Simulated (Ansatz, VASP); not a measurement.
## BeS: VASP beside Ansatz

```xyz
2
Lattice="0.0000 2.4352 2.4352 2.4352 0.0000 2.4352 2.4352 2.4352 0.0000" Properties=species:S:1:pos:R:3 pbc="T T T"
Be    0.0000    0.0000    0.0000
S     3.6527    3.6527    3.6527
```

Alike in both runs: task single point; functional PBE; k mesh 8 × 8 × 8; occupations gaussian, width 0.1 eV; collinear spin; Hubbard terms S p U = 3.2 eV.

|  | VASP | Ansatz |
| --- | --- | --- |
| version | VASP 6.6.1 | Ansatz 0.2.0 |
| potentials or method | VASP PAW PBE potentials, release 64 (Be, S), cutoff 600 eV | scalar-relativistic, plane waves, PAW |
| valence electrons in the cell | 8 | 8 |

|  | VASP | Ansatz | Ansatz less VASP |
| --- | --- | --- | --- |
| gap on the k mesh at the Fermi level (eV) | 3.04 | 4.01 | +0.973 |
| least direct gap on the mesh (eV) | 5.58 | 6.46 | +0.880 |
| pressure (GPa) | 1.1 | -0.9 | -1.97 |
| net moment per atom (μB) | 0.00 | 0.00 | 0.000 |

The programs project onto different local orbitals, so the same U acts differently, and such runs can settle in different states. Ansatz's warnings: seeded moment not kept.
